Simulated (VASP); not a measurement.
# Rb (I4_1/amd) in VASP: single point with PBEsol

Aim: the single point of Rb with PBEsol.

Program: VASP 6.6.1. These are calculated values, not measurements. Logs are shortened: lines on timing, memory, paths and dates and some standing lists are left out, and cuts for length are marked.

### 1 The cell of the first run

Symmetry: I4_1/amd, No. 141, tetragonal system. The conventional cell has a = 4.758 Å, b = 4.758 Å, c = 16.977 Å, α = 90.00°, β = 90.00°, γ = 90.00°.

### 2 Single point, PBEsol

Contents of INCAR:

```
SYSTEM = Rb
PREC = Accurate
ENCUT = 520
EDIFF = 1E-6
ISMEAR = -1
SIGMA = 0.05
LREAL = .FALSE.
LASPH = .TRUE.
NELM = 60
ALGO = Fast
ISIF = 2
LWAVE = .FALSE.
LCHARG = .FALSE.
GGA = PS
NBANDS = 16
```

Contents of KPOINTS:

```
regular mesh
0
G
  13 13 13
  0 0 0
```

Contents of POSCAR:

```
Rb
1.0
   -2.3789880000      2.3789880000      8.4886690000
    2.3789880000     -2.3789880000      8.4886690000
    2.3789880000      2.3789880000     -8.4886690000
Rb
2
Direct
    0.5000000000      0.5000000000      0.0000000000
    0.2500000000      0.7500000000      0.5000000000
```

Potentials or basis: VASP PAW PBE potentials, release 64 (Rb_sv).

The run is started by

```bash
$ cat potpaw_PBE.64/Rb_sv/POTCAR > POTCAR
$ mpirun -np 1 vasp_std > vasp.out
```

OUTCAR:

```text
SYSTEM = Rb
   PREC = Accurate
   ENCUT = 520
   EDIFF = 1E-6
   ISMEAR = -1
   LREAL = .FALSE.
   LASPH = .TRUE.
   NELM = 60
   ISIF = 2
   GGA = PS

 ion  position               nearest neighbor table
   1  0.500  0.500  0.000-   2 4.87   2 4.87   2 4.87   2 4.87
   2  0.250  0.750  0.500-   1 4.87   1 4.87   1 4.87   1 4.87

  LATTYP: Found a body centered tetragonal cell.
 ALAT       =     4.7579760000
 C/A-ratio  =     3.5681848752

  Lattice vectors:

 A1 = (  -2.3789880000,   2.3789880000,   8.4886690000)
 A2 = (   2.3789880000,  -2.3789880000,   8.4886690000)
 A3 = (   2.3789880000,   2.3789880000,  -8.4886690000)

Analysis of symmetry for initial positions (statically):
=====================================================================
 Subroutine PRICEL returns:
 Original cell was already a primitive cell.

 Routine SETGRP: Setting up the symmetry group for a
 body centered tetragonal supercell.

 Subroutine GETGRP returns: Found 16 space group operations
 (whereof  8 operations were pure point group operations)
 out of a pool of 16 trial point group operations.

The static configuration has the point symmetry D_2d.
 The point group associated with its full space group is D_4h.

Analysis of symmetry for dynamics (positions and initial velocities):
=====================================================================
 Subroutine PRICEL returns:
 Original cell was already a primitive cell.

 Routine SETGRP: Setting up the symmetry group for a
 body centered tetragonal supercell.

 Subroutine GETGRP returns: Found 16 space group operations
 (whereof  8 operations were pure point group operations)
 out of a pool of 16 trial point group operations.

The dynamic configuration has the point symmetry D_2d.
 The point group associated with its full space group is D_4h.

 Subroutine INISYM returns: Found 16 space group operations
 (whereof  8 operations are pure point group operations),
 and found     1 'primitive' translations

----------------------------------------------------------------------------------------

                                     Primitive cell

  volume of cell :     192.1693

  direct lattice vectors                    reciprocal lattice vectors
    -2.378988000  2.378988000  8.488669000     0.000000000  0.210173401  0.058902049
     2.378988000 -2.378988000  8.488669000     0.210173401  0.000000000  0.058902049
     2.378988000  2.378988000 -8.488669000     0.210173401  0.210173401  0.000000000

  length of vectors
     9.131082586  9.131082586  9.131082586     0.218271185  0.218271185  0.297230075

  position of ions in fractional coordinates (direct lattice)
     0.500000000  0.500000000  0.000000000
     0.250000000  0.750000000  0.500000000

  ion indices of the primitive-cell ions
   primitive index   ion index
                 1           1
                 2           2

----------------------------------------------------------------------------------------

 KPOINTS: regular mesh

Automatic generation of k-mesh.
 Grid dimensions read from file:
 generate k-points for:   13   13   13

 Generating k-lattice:

  Cartesian coordinates                     Fractional coordinates (reciprocal lattice)
     0.000000000  0.016167185  0.004530927     0.076923077  0.000000000  0.000000000
     0.016167185  0.000000000  0.004530927     0.000000000  0.076923077  0.000000000
     0.016167185  0.016167185  0.000000000     0.000000000  0.000000000  0.076923077

  Length of vectors
     0.016790091  0.016790091  0.022863852

  Shift w.r.t. Gamma in fractional coordinates (k-lattice)
     0.000000000  0.000000000  0.000000000

 Subroutine IBZKPT returns following result:
 ===========================================

 Found    196 irreducible k-points:

 Following reciprocal coordinates:
            Coordinates               Weight
  0.000000  0.000000  0.000000      1.000000
  0.076923  0.000000 -0.000000      8.000000
  0.153846  0.000000  0.000000      8.000000
  0.230769  0.000000 -0.000000      8.000000
  0.307692  0.000000  0.000000      8.000000
  0.384615 -0.000000  0.000000      8.000000
[... 16 lines left out ...]
  0.384615  0.153846  0.000000     16.000000
  0.461538  0.153846  0.000000     16.000000
 [... further k-points ...]
   k-points           NKPTS =    196   k-points in BZ     NKDIM =    196   number of bands    NBANDS=     16
   number of dos      NEDOS =    301   number of ions     NIONS =      2
   total plane-waves  NPLWV = 343000
   dimension x,y,z NGX =    70 NGY =   70 NGZ =   70
   dimension x,y,z NGXF=   140 NGYF=  140 NGZF=  140
   ions per type =               2
   NGX,Y,Z   is equivalent  to a cutoff of  12.74, 12.74, 12.74 a.u.
   NGXF,Y,Z  is equivalent  to a cutoff of  25.49, 25.49, 25.49 a.u.
 SYSTEM =  Rb
   PREC   = accura    normal or accurate (medium, high low for compatibility)
   ISTART =      0    job   : 0-new  1-cont  2-samecut
   ICHARG =      2    charge: 1-file 2-atom 10-const
   ISPIN  =      1    spin polarized calculation?
   LNONCOLLINEAR =      F non collinear calculations
   LSORBIT =      F    spin-orbit coupling
   LASPH  =      T    aspherical Exc in radial PAW
   ENCUT  =  520.0 eV  38.22 Ry    6.18 a.u.  16.98 16.98 16.98*2*pi/ulx,y,z
   NELM   =     60;   NELMIN=  2; NELMDL= -5     # of ELM steps
   EDIFF  = 0.1E-05   stopping-criterion for ELM
   LREAL  =      F    real-space projection
   EDIFFG = 0.1E-04   stopping-criterion for IOM
   NSW    =      0    number of steps for IOM
   IBRION =     -1    ionic relax: 0-MD 1-quasi-New 2-CG
   NFREE  =      0    steps in history (QN), initial steepest desc. (CG)
   ISIF   =      2    stress and relaxation
   ISYM   =      2    0-nonsym 1-usesym 2-fastsym
   POTIM  = 0.5000    time-step for ionic-motion
   TEBEG  =    0.0;   TEEND  =   0.0 temperature during run
   PSTRESS=    0.0 pullay stress
   NELECT =      18.0000    total number of electrons
   NUPDOWN=      -1.0000    fix difference up-down
   EMIN   =  10.00;   EMAX   =-10.00  energy-range for DOS
   EFERMI =   0.00;   METHOD = LEGACY
   ISMEAR =    -1;   SIGMA  =   0.05  broadening in eV -4-tet -1-fermi 0-gaus
   EFERMI_NEDOS =   21; number of points for ismear=-14 and -15
   IALGO  =     68    algorithm
   IMIX   =      4    mixing-type and parameters
     AMIX     =   0.40;   BMIX     =  1.00
     AMIX_MAG =   1.60;   BMIX_MAG =  1.00
  volume/ion in A,a.u.               =      96.08       648.41
  Fermi-wavevector in a.u.,A,eV,Ry     =   0.743483  1.404979  7.520849  0.552767
  Thomas-Fermi vector in A             =   1.838609
   LORBIT       =      0    0 simple, 1 ext, 2 COOP (PROOUT), +10 PAW based schemes
   GGA     = PS    functional components
   LHFCALC =     F    Hartree Fock is set to
   AEXX    =    0.0000 exact exchange contribution
   IVDW    =     0    specifies the selected vdW correction
   LEPSILON=     F    determine dielectric tensor
   LRPA    =     F    only Hartree local field effects (RPA)
 non-spin polarized calculation
 RMM-DIIS sequential band-by-band and
  energy-cutoff  :      520.00
  volume of cell :      192.17
 maximum number of plane-waves:      5212
 NGX is ok and might be reduce to    70
   NGX = 33   NGY = 33   NGZ = 33

 number of electron      18.0000000 magnetization

 Free energy of the ion-electron system (eV)
  ---------------------------------------------------
  ext. energy  EPLUGINS =         0.00000000
  ---------------------------------------------------
  free energy    TOTEN  =        -1.93599164 eV

  energy without entropy =       -1.92165878  energy(sigma->0) =       -1.92882521

 E-fermi :  -0.1629     XC(G=0):  -5.3806

 val. band max:       -0.1715876994   @ k =  -0.0769  -0.0769   0.0769
 cond. band min:      -0.1581422965   @ k =  -0.2308   0.3846   0.1538
 fundamental gap:      0.0134454029
 Fermi energy:        -0.1628956066

 k-point     1 :       0.0000    0.0000    0.0000
  band No.  band energies     occupation
      1     -29.1181      2.00000
      2     -29.1138      2.00000
      3     -13.2641      2.00000
      4     -13.1680      2.00000
      5     -13.1680      2.00000
      6     -13.1622      2.00000
[... 8 lines left out ...]
     15       4.0936      0.00000
     16       4.1191      0.00000

 k-point     2 :       0.0769    0.0000   -0.0000
  band No.  band energies     occupation
      1     -29.1179      2.00000
      2     -29.1137      2.00000
      3     -13.2625      2.00000
      4     -13.1739      2.00000
      5     -13.1678      2.00000
      6     -13.1673      2.00000
[... 8 lines left out ...]
     15       3.8470      0.00000
     16       4.0704      0.00000

 k-point     3 :       0.1538    0.0000    0.0000
  band No.  band energies     occupation
      1     -29.1173      2.00000
      2     -29.1133      2.00000
      3     -13.2581      2.00000
      4     -13.1891      2.00000
      5     -13.1812      2.00000
      6     -13.1671      2.00000
[... 8 lines left out ...]
     15       3.5193      0.00000
     16       4.0605      0.00000

 k-point     4 :       0.2308    0.0000   -0.0000
  band No.  band energies     occupation
      1     -29.1164      2.00000
      2     -29.1129      2.00000
      3     -13.2523      2.00000
      4     -13.2098      2.00000
      5     -13.1995      2.00000
      6     -13.1661      2.00000
[... 8 lines left out ...]
     15       3.3849      0.00000
     16       4.0166      0.00000
[... 324 lines left out ...]
 k-point    22 :       0.3077    0.1538    0.0000
  band No.  band energies     occupation
      1     -29.1145      2.00000
      2     -29.1122      2.00000
      3     -13.2413      2.00000
      4     -13.2313      2.00000
      5     -13.2106      2.00000
      6     -13.1871      2.00000
[... 8 lines left out ...]
     15       3.2404      0.00000
     16       3.4006      0.00000

 k-point    23 :       0.3846    0.1538    0.0000
  band No.  band energies     occupation
      1     -29.1137      2.00000
      2     -29.1118      2.00000
      3     -13.2493      2.00000
      4     -13.2470      2.00000
      5     -13.2144      2.00000
      6     -13.1865      2.00000
[... 8 lines left out ...]
     15       3.0989      0.00000
     16       3.4698      0.00000

 k-point    24 :       0.4615    0.1538    0.0000
  band No.  band energies     occupation
      1     -29.1134      2.00000
      2     -29.1115      2.00000
      3     -13.2589      2.00000
      4     -13.2539      2.00000
      5     -13.2143      2.00000
      6     -13.1860      2.00000
[... 8 lines left out ...]
     15       3.0569      0.00000
     16       3.5725      0.00000

 [... further k-points ...]
[... 5 lines left out ...]
  --------------------------------------------------------------------------------------
  -------------------------------------------------------------------------------------
  Total       -0.1771444     -0.1771444     -0.1252098      0.0000000      0.0000000      0.0000000
  in kB       -1.4769093     -1.4769093     -1.0439146      0.0000000      0.0000000      0.0000000
  external PRESSURE =      -1.3325777 kB  Pullay stress =       0.0000000 kB

 VOLUME and BASIS-vectors are now :
 -----------------------------------------------------------------------------
  energy-cutoff  :      520.00
  volume of cell :      192.17
      direct lattice vectors                 reciprocal lattice vectors
    -2.378988000  2.378988000  8.488669000     0.000000000  0.210173401  0.058902049
     2.378988000 -2.378988000  8.488669000     0.210173401  0.000000000  0.058902049
     2.378988000  2.378988000 -8.488669000     0.210173401  0.210173401  0.000000000

 POSITION                                       TOTAL-FORCE (eV/Angst)
 -----------------------------------------------------------------------------------
      0.00000      0.00000      8.48867        -0.000000     -0.000000      0.000000
      2.37899     -0.00000      4.24433         0.000000      0.000000     -0.000000
 -----------------------------------------------------------------------------------
    total drift:                                0.000000      0.000000     -0.000000

  FREE ENERGIE OF THE ION-ELECTRON SYSTEM (eV)
  ---------------------------------------------------
  free  energy   TOTEN  =        -1.9359916432 eV

  energy  without entropy=       -1.9216587780  energy(sigma->0) =       -1.92882521
```

Run time: 17 min. Hardware: 1 thread of AMD EPYC 9R45 (Zen 5), shared host; peak memory 0.97 GiB.

What came out:

```yaml
Free_energy: -1.9360 eV
Pressure: -0.1 GPa
Band_gap_on_the_k_mesh: zero (bands 9 and 10 overlap by 2.21 eV)
```

Caveat: the PAW data sets were made with another functional, which shifts forces and pressure a little.
